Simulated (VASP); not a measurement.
Here is a VASP 6.6.1 calculation.

Contents of INCAR:

```
PREC = Accurate
ENCUT = 520
EDIFF = 1E-6
ISMEAR = 0
SIGMA = 0.05
LREAL = False
LASPH = True
NELM = 80
ALGO = Normal
ISIF = 2
LWAVE = False
LCHARG = False
GGA = CA
NBANDS = 14
```

Contents of KPOINTS:

```
regular mesh
0
Gamma
  8 8 8
```

Contents of POSCAR:

```
NaF
1.0
    0.0000000000      2.2071350000      2.3813825000
    2.2071350000      0.0000000000      2.3813825000
    2.2071350000      2.2071350000      0.0000000000
Na F
1 1
Direct
    0.0000000000      0.0000000000      0.0000000000
    0.5000000000      0.5000000000      0.5000000000
```

Potentials or basis: VASP PAW LDA potentials, release 64 (Na_pv, F).

Command:

```sh
$ cat potpaw_LDA.64/Na_pv/POTCAR potpaw_LDA.64/F/POTCAR > POTCAR
$ mpirun -np 1 vasp_std > vasp.out
```

Question: What does it give for the band gap on the k mesh?

Answer: 6.32 eV, direct.

Question: Estimate the pressure.

Answer: -0.2 GPa.

Stress tensor (GPa, compression positive):
```
 2.13  0.00  0.00
 0.00  2.13  0.00
 0.00  0.00 -4.76
```

Caveat: the cell differs from its parent crystal (strain -0.050 along x and y, +0.025 along z).
